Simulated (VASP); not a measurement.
Set up this calculation in VASP 6.6.1, as the native input.

```yaml
Task: G0W0 quasiparticle levels
Functional: PBE
Potentials_or_basis: VASP PAW PBE potentials, release 64 (Na_sv_GW, H_GW)
Cutoff: 500 eV
k_mesh: 6 × 6 × 6
Occupations: gaussian, width 0.01 eV
Spin: no spin polarisation
Dipole_correction: no
GW_scheme: G0W0
GW_iterations: 1
Cutoff_of_the_response_function: 120
Frequency_points: 96
Empty_bands: 75
Further_INCAR_settings: ALGO = EVGW0; EDIFF = 1e-08; NBANDS = 80
```

The system is NaH.

```
Na H
1.0
     2.93239    0.00000    0.00000
     0.00000    2.93239    0.00000
     0.00000    0.00000    2.93239
Na H
1 1
Direct
  0.00000 0.00000 0.00000
  0.50000 0.50000 0.50000
```

These files were run (other wordings do the same):

POSCAR

```
NaH
1.0
    2.9323911888      0.0000000000      0.0000000000
    0.0000000000      2.9323911888      0.0000000000
    0.0000000000      0.0000000000      2.9323911888
Na H
1 1
Direct
    0.0000000000      0.0000000000      0.0000000000
    0.5000000000      0.5000000000      0.5000000000
```

INCAR.step1

```
  ALGO = Normal
  EDIFF = 1E-8
  ENCUT = 500
  GGA = PE
  ISMEAR = 0
  LASPH = True
  LCHARG = False
  LREAL = False
  LWAVE = True
  NELM = 80
  PREC = Accurate
  SIGMA = 0.01
```

INCAR.step2

```
  ALGO = Exact
  EDIFF = 1E-8
  ENCUT = 500
  GGA = PE
  ISMEAR = 0
  ISTART = 1
  LASPH = True
  LCHARG = False
  LOPTICS = True
  LREAL = False
  LWAVE = True
  NBANDS = 80
  NELM = 1
  PREC = Accurate
  SIGMA = 0.01
```

INCAR.step3

```
  ALGO = EVGW0
  EDIFF = 1E-8
  ENCUT = 500
  ENCUTGW = 120.0
  GGA = PE
  ISMEAR = 0
  ISTART = 1
  LASPH = True
  LCHARG = False
  LREAL = False
  LWAVE = False
  NBANDS = 80
  NBANDSGW = 13
  NELMGW = 1
  NOMEGA = 96
  OMEGAMAX = 20
  PREC = Accurate
  PRECFOCK = Fast
  SIGMA = 0.01
```

KPOINTS

```
k-points
0
Gamma
  6 6 6
```

Potentials or basis: VASP PAW PBE potentials, release 64 (Na_sv_GW, H_GW).

Launch:

```console
$ cat potpaw_PBE.64/Na_sv_GW/POTCAR potpaw_PBE.64/H_GW/POTCAR > POTCAR
$ cp INCAR.step1 INCAR
$ mpirun -np 1 vasp_std > vasp.out
$ cp INCAR.step2 INCAR
$ mpirun -np 1 vasp_std > vasp.out
$ cp INCAR.step3 INCAR
$ mpirun -np 1 vasp_std > vasp.out
```

Results of the run:

```
Quasiparticle gap                                   : 3.02 eV
Least direct quasiparticle gap                      : 6.68 eV
Band gap of the starting levels on the mesh         : 1.03 eV
Least direct gap of the starting levels on the mesh : 4.51 eV
```

Caveat: bands, screening cutoff and mesh are small and nothing is extrapolated, so the quasiparticle values aren't converged; the structure was generated, so it needn't be the stable form of NaH.

Wall time 120 s on 1 thread of Intel(R) Xeon(R) 6975P-C (Granite Rapids) (shared host), peak memory 0.43 GiB.
